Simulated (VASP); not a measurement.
Write the native input for VASP 6.6.1 that does the following.

```yaml
Task: single point
Functional: LDA
Potentials_or_basis: VASP PAW LDA potentials, release 64 (Ti_sv, Rh_pv)
Cutoff: 500 eV
k_mesh: 14 × 14 × 12
Occupations: fermi-dirac, width 0.1 eV
Spin: no spin polarisation
Dipole_correction: no
Further_INCAR_settings: ALGO = Normal; EDIFF = 1e-06; NBANDS = 20
```

The structure of TiRh lies in POSCAR:

```
TiRh
1.0
    2.9880000000      0.0000000000      0.0000000000
    0.0000000000      2.9880000000      0.0000000000
    0.0000000000      0.0000000000      3.3500000000
Ti Rh
1 1
Direct
    0.5000000000      0.5000000000      0.5000000000
    0.0000000000      0.0000000000      0.0000000000
```

These files were run (other wordings do the same):

INCAR

```
SYSTEM = TiRh
PREC = Accurate
ENCUT = 500
EDIFF = 1E-6
ISMEAR = -1
SIGMA = 0.1
LREAL = .False.
LASPH = .True.
NELM = 120
ALGO = Normal
ISIF = 2
LWAVE = .False.
LCHARG = .True.
LELF = .True.
LVHAR = .True.
NBANDS = 20
GGA_COMPAT = .False.
```

KPOINTS

```
regular mesh
0
Gamma
  14 14 12
  0 0 0
```

Potentials or basis: VASP PAW LDA potentials, release 64 (Ti_sv, Rh_pv).

Launch:

```console
$ cat potpaw_LDA.64/Ti_sv/POTCAR potpaw_LDA.64/Rh_pv/POTCAR > POTCAR
$ mpirun -np 1 vasp_std > vasp.out
```

Results of the run:

```
Pressure               : -11.4 GPa
Band gap on the k mesh : zero (an odd number of electrons rules out a gap without spin polarisation)
```

Caveat: the cell stands under tension.

Run time: 36 s on 1 thread of Intel(R) Xeon(R) 6975P-C (Granite Rapids), on a shared host, peak memory 0.24 GiB.
